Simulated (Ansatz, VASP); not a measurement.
Ge2Sb2Se in VASP and in Ansatz

Contents of INCAR:

```
SYSTEM = Ge2Sb2Se
ALGO = Normal
EDIFF = 1E-6
EDIFFG = -0.04
ENCUT = 600
GGA = PE
IBRION = 2
ISIF = 3
ISMEAR = 0
LASPH = .TRUE.
LCHARG = .FALSE.
LREAL = .FALSE.
LWAVE = .FALSE.
NELM = 60
NSW = 90
PREC = Accurate
SIGMA = 0.1
```

KPOINTS

```
k-points
0
G
  4 4 4
  0 0 0
```

The input POSCAR:

```
Ge2Sb2Se
1.0
    4.4447225900      0.0000000000      0.0000000000
    0.0000000000      4.4447225900      0.0000000000
    0.0000000000      0.0000000000      6.2461182800
Ge Sb Se
2 2 1
Direct
    0.5000000000      0.5000000000      0.2009976600
    0.5000000000      0.5000000000      0.7990023400
    0.0000000000      0.0000000000      0.7400320000
    0.0000000000      0.0000000000      0.2599680000
    0.5000000000      0.5000000000      0.5000000000
```

Input for Ansatz:

```yaml
crystal:
  lattice:
    - [4.44472259, 0.0, 0.0]
    - [0.0, 4.44472259, 0.0]
    - [0.0, 0.0, 6.24611828]
  atoms:
    - { symbol: Ge, position: [0.5, 0.5, 0.20099766] }
    - { symbol: Ge, position: [0.5, 0.5, 0.79900234] }
    - { symbol: Sb, position: [0.0, 0.0, 0.740032] }
    - { symbol: Sb, position: [0.0, 0.0, 0.259968] }
    - { symbol: Se, position: [0.5, 0.5, 0.5] }
basis:
  ecutwfc: 420
kpoints:
  mp_grid: { grid: [4, 4, 4] }
hamiltonian:
  xc: pbe
scf:
  occupations: { method: gaussian, width: 0.1 }
  lower_state_search: "off"
output:
  forces: true
  stress: true
  eigenvalues: true
relax:
  adjacent_minimum: "off"
  f_tol: 0.04
  max_steps: 70
  cell: { stress_tol: 0.4 }
```

Alike in both runs: task relaxation of cell and atoms; functional PBE; k mesh 4 × 4 × 4; occupations gaussian, width 0.1 eV; no spin polarisation.

|  | VASP | Ansatz |
| --- | --- | --- |
| version | VASP 6.6.1 | Ansatz 0.2.0 |
| potentials or method | VASP PAW PBE potentials, release 64 (Ge_d, Sb, Se), cutoff 600 eV | scalar-relativistic, plane waves, PAW |
| valence electrons in the cell | 44 | 74 |

```tsv
	VASP	Ansatz	Ansatz less VASP
gap on the k mesh at the Fermi level, each at its own relaxed structure (eV)	none	none	-
relaxed volume (Å³/atom)	28.34	28.41	+0.074
relaxed cell length with the largest relative difference (Å)	8.295	8.308	+0.0129
```

A gap of «none» marks a metal or a gap that the smearing closes. VASP's potentials hold 44 valence electrons a cell and Ansatz's 74, so a difference there can come from the potentials and not from the codes.

Spin-orbit coupling is off throughout.
